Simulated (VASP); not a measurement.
**RuPt7Se16: single point with PBEsol+U**

The system is RuPt7Se16.

```
Ru Pt Se
1.0
     7.44800    0.00000    0.00000
    -3.72400    6.45016    0.00000
     0.00000    0.00000   10.12400
Ru Pt Se
1 7 16
Direct
  0.00000 0.00000 0.00000
  0.00000 0.00000 0.50000
  0.00000 0.50000 0.00000
  0.00000 0.50000 0.50000
  0.50000 0.00000 0.00000
  0.50000 0.00000 0.50000
  0.50000 0.50000 0.00000
  0.50000 0.50000 0.50000
  0.16379 0.32758 0.12721
  0.16654 0.33309 0.62843
  0.16379 0.83621 0.12721
  0.16654 0.83346 0.62843
  0.66667 0.33333 0.12509
  0.66667 0.33333 0.62866
  0.67242 0.83621 0.12721
  0.66691 0.83346 0.62843
  0.33309 0.16654 0.37157
  0.32758 0.16379 0.87279
  0.33333 0.66667 0.37134
  0.33333 0.66667 0.87491
  0.83346 0.16654 0.37157
  0.83621 0.16379 0.87279
  0.83346 0.66691 0.37157
  0.83621 0.67242 0.87279
```

* Program: VASP 6.6.1
* Task: single point
* Functional: PBEsol
* Potentials or basis: VASP PAW PBE potentials, release 64 (Ru_pv, Pt, Se)
* Cutoff: 520 eV
* k mesh: 3 × 3 × 2
* Occupations: gaussian, width 0.05 eV
* Spin: collinear spin, zero start
* Starting moments: [0.0, 0.0, 0.0, 0.0, 0.0, 0.0, 0.0, 0.0, 0.0, 0.0, 0.0, 0.0, 0.0, 0.0, 0.0, 0.0, 0.0, 0.0, 0.0, 0.0, 0.0, 0.0, 0.0, 0.0] μB
* Hubbard terms: Ru d U = 2.0 eV

- Pressure: -0.8 GPa
- Largest force: 0.032 eV/Å
- Band gap on the k mesh: zero (filled and empty bands overlap)
- Net moment: 0.00 μB per cell
- Valence electrons inside the program's atomic spheres: Ru 12.72; Pt 9.40, 9.39 (each value once); Se 3.78, 3.76, 3.77 (each value once)

Forces in eV/Å, atoms in the order of the input:
```
Ru   0.000  0.000  0.000
Pt   0.000  0.000  0.000
Pt   0.000  0.000  0.000
Pt   0.000  0.000  0.000
Pt   0.000  0.000  0.000
Pt   0.000  0.000  0.000
Pt   0.000  0.000  0.000
Pt   0.000  0.000  0.000
Se   0.000 -0.014  0.023
Se   0.000  0.002  0.003
Se  -0.012  0.007  0.023
Se   0.001 -0.001  0.003
Se   0.000  0.000  0.032
Se   0.000  0.000 -0.002
Se   0.012  0.007  0.023
Se  -0.001 -0.001  0.003
Se   0.001  0.001 -0.003
Se  -0.012 -0.007 -0.023
Se   0.000  0.000  0.002
Se   0.000  0.000 -0.032
Se  -0.001  0.001 -0.003
Se   0.012 -0.007 -0.023
Se   0.000 -0.002 -0.003
Se   0.000  0.014 -0.023
```

Stress tensor (GPa, compression positive):
```
-0.35  0.00  0.00
 0.00 -0.35  0.00
 0.00  0.00 -1.81
```

Levels at points of the mesh, in eV from the Fermi level:
Spin up:
```
           k point  band 88  band 89  band 90  band 91  band 92  band 93
(0.00, 0.00, 0.00)    -0.80    -0.53    -0.53     0.87     0.98     0.98
(0.00, 0.00, 0.50)    -0.71    -0.71    -0.34    -0.25     1.61     1.61
```
Spin down:
| k point | band 86 | band 87 | band 88 | band 89 | band 90 | band 91 | band 92 | band 93 | band 94 | band 95 |
| --- | --- | --- | --- | --- | --- | --- | --- | --- | --- | --- |
| (0.00, 0.00, 0.00) | -0.96 | -0.95 | -0.80 | -0.53 | -0.53 | 0.87 | 0.98 | 0.98 | 1.08 | 1.18 |
| (0.00, 0.00, 0.50) | -0.99 | -0.99 | -0.71 | -0.71 | -0.34 | -0.25 | 1.61 | 1.61 | 1.67 | 1.81 |

Eigenvalues of the final occupation matrices:
```tsv
site	spin	trace	eigenvalues
site 1 d	1	3.09	0.44 0.44 0.70 0.75 0.75
site 1 d	2	3.09	0.44 0.44 0.70 0.75 0.75
```

Run time: 4.3 min on 1 × NVIDIA H100 80GB with 1 thread of AMD EPYC 7R13 Processor (Zen 3), with other jobs on the host, peak memory 1.8 GiB.

Caveat: the PAW data sets were made with another functional, which shifts forces and pressure a little; spin-orbit coupling is left out, which moves the levels of the heavy elements.
